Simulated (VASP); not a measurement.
A run of VASP 6.6.1 is set up as follows.

File INCAR:

```
  PREC = Accurate
  ENCUT = 520
  EDIFF = 1E-6
  ISMEAR = -1
  SIGMA = 0.06122561905347299
  LREAL = F
  LASPH = T
  NELM = 80
  ALGO = Normal
  ISIF = 2
  LWAVE = F
  LCHARG = F
  GGA = PE
  NBANDS = 18
```

The input KPOINTS:

```
regular mesh
0
Gamma
  18 18 18
```

Contents of POSCAR:

```
AgO2
1.0
    0.0000000000      2.5460649928      2.5460649928
    2.5460649928      0.0000000000      2.5460649928
    2.5460649928      2.5460649928      0.0000000000
Ag O
1 2
Direct
    0.0000000000      0.0000000000      0.0000000000
    0.2500000000      0.2500000000      0.2500000000
    0.7500000000      0.7500000000      0.7500000000
```

Potentials or basis: VASP PAW PBE potentials, release 64 (Ag, O).

Command:

```console
$ cat potpaw_PBE.64/Ag/POTCAR potpaw_PBE.64/O/POTCAR > POTCAR
$ mpirun -np 1 vasp_std > vasp.out
```

(1) Predict the band gap on the k mesh.

(2) Predict the pressure.

Answers

(1) zero (an odd number of electrons rules out a gap without spin polarisation).

(2) 6.5 GPa.

Caveat: the cell stands under pressure; an odd number of electrons without spin polarisation forces a metal; a magnetic or distorted state may lie lower.
